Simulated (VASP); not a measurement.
Input of a VASP 6.6.1 run:

INCAR

```
  PREC = Accurate
  ENCUT = 520
  EDIFF = 1E-6
  ISMEAR = 0
  SIGMA = 0.1
  LREAL = False
  LASPH = True
  NELM = 80
  ALGO = Normal
  ISIF = 2
  LWAVE = False
  LCHARG = False
  GGA = PE
  NBANDS = 24
```

Contents of KPOINTS:

```
regular mesh
0
Gamma
  8 8 8
```

POSCAR

```
MnB6
1.0
    2.5417712266     -2.9226113313      0.0000000000
    2.5417712266      2.9226113313      0.0000000000
    0.0000000000      0.0000000000      3.6199658088
Mn B
1 6
Direct
    0.0000000000      0.0000000000      0.0000000000
    0.5000000000      0.0000000000      0.2538392667
    0.0000000000      0.5000000000      0.7461607333
    0.5000000000      0.0000000000      0.7461607333
    0.0000000000      0.5000000000      0.2538392667
    0.8015342534      0.8015342534      0.5000000000
    0.1984657466      0.1984657466      0.5000000000
```

Potentials or basis: VASP PAW PBE potentials, release 64 (Mn_pv, B).

Launch:

```sh
$ cat potpaw_PBE.64/Mn_pv/POTCAR potpaw_PBE.64/B/POTCAR > POTCAR
$ mpirun -np 1 vasp_std > vasp.out
```

(1) Predict the pressure.

(2) Predict the band gap on the k mesh.

## Answers

(1) 0.0 GPa.

(2) zero (an odd number of electrons rules out a gap without spin polarisation).

Caveat: the run has no spin polarisation, though such a crystal can be magnetic.
